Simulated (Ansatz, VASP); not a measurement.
**Mn: VASP beside Ansatz**

INCAR

```
ALGO = Normal ; EDIFF = 1E-6
ENCUT = 520 ; GGA = PE
ISIF = 2 ; ISMEAR = -1
ISPIN = 2 ; LASPH = T
LCHARG = F ; LMAXMIX = 4
LORBIT = 11 ; LREAL = F
LWAVE = F ; MAGMOM = 2.238 -2.238
NBANDS = 24 ; NELM = 150
PREC = Accurate ; SIGMA = 0.05
```

The input KPOINTS:

```
k-points
0
Gamma
  13 13 13
```

The input POSCAR:

```
Mn
1.0
    0.0000000000      2.3731139387      2.3731139387
    2.3731139387      0.0000000000      2.3731139387
    2.3731139387      2.3731139387      0.0000000000
Mn
2
Direct
    0.0000000000      0.0000000000      0.0000000000
    0.5000000000      0.5000000000      0.5000000000
```

Input for Ansatz:

```yaml
crystal:
  lattice:
    - [0.0, 2.3731139387, 2.3731139387]
    - [2.3731139387, 0.0, 2.3731139387]
    - [2.3731139387, 2.3731139387, 0.0]
  atoms:
    - { symbol: Mn, position: [0.0, 0.0, 0.0], spin: 2.238 }
    - { symbol: Mn, position: [0.5, 0.5, 0.5], spin: -2.238 }
hamiltonian:
  xc: pbe
  pseudopotentials:
    kind: paw
    azcp:
      Mn: "pseudopotentials/Mn.paw.azcp"
basis:
  ecutwfc: 420
  fft_grid_basis: typed
kpoints:
  mp_grid: { grid: [13, 13, 13], shift: [0, 0, 0] }
magnetization:
  spin_polarized: true
scf:
  occupations: { method: fermi_dirac, width: 0.05 }
  lower_state_search: "off"
output:
  stress: true
  write_density: true
  write_potential: true
  elf: true
  volumetric_format: npy
```

Alike in both runs: task single point; functional PBE; k mesh 13 × 13 × 13; occupations fermi-dirac, width 0.05 eV; collinear spin.

```csv
,VASP,Ansatz
version,VASP 6.6.1,Ansatz 0.2.0
potentials or method,"VASP PAW PBE potentials, release 64 (Mn_pv), cutoff 520 eV","plane waves (420 eV) with PAW, scalar-relativistic"
valence electrons in the cell,26,30
```

```csv
,VASP,Ansatz,Ansatz less VASP
pressure (GPa),0.6,0.4,-0.19
net moment per atom (μB),0.00,0.00,0.000
size of the moment on the site where the two differ most (μB),2.37,2.25,-0.123
```

Site moments also hang on the region over which each program counts them. The functional is the same, so the differences come from potentials, cutoffs and numerics. VASP's potentials hold 26 valence electrons a cell and Ansatz's 30, so a difference there can come from the potentials and not from the codes.
